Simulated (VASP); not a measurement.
A run of VASP 6.6.1 is set up as follows.

The input INCAR:

```
SYSTEM = PbS
PREC = Accurate
ENCUT = 520
EDIFF = 1E-6
ISMEAR = -1
SIGMA = 0.05
LREAL = .False.
LASPH = .True.
NELM = 60
ALGO = Normal
ISIF = 2
LWAVE = .False.
LCHARG = .True.
GGA = PS
LELF = .True.
LVHAR = .True.
NBANDS = 17
```

Contents of KPOINTS:

```
Automatic mesh
0
Gamma
  8 8 7
  0 0 0
```

Contents of POSCAR:

```
PbS
1.0
    4.0062110427      0.0000000000      0.0000000000
   -2.0031055213      3.4694805360      0.0000000000
    0.0000000000      0.0000000000      3.7108357707
Pb S
1 1
Direct
    0.0000000000      0.0000000000      0.0000000000
    0.6666666667      0.3333333333      0.5000000000
```

Potentials or basis: VASP PAW PBE potentials, release 64 (Pb_d, S).

Command:

```sh
$ cat potpaw_PBE.64/Pb_d/POTCAR potpaw_PBE.64/S/POTCAR > POTCAR
$ mpirun -np 1 vasp_std > vasp.out
```

(1) Predict the pressure.

(2) Predict the band gap on the k mesh.

## Answers

(1) 0.2 GPa.

(2) zero (band 10 reaches 5.76 eV, above the bottom of band 11 at 5.63 eV).

Caveat: the PAW data sets were made with another functional, which shifts forces and pressure a little; spin-orbit coupling is left out, which moves the levels of the heavy elements.
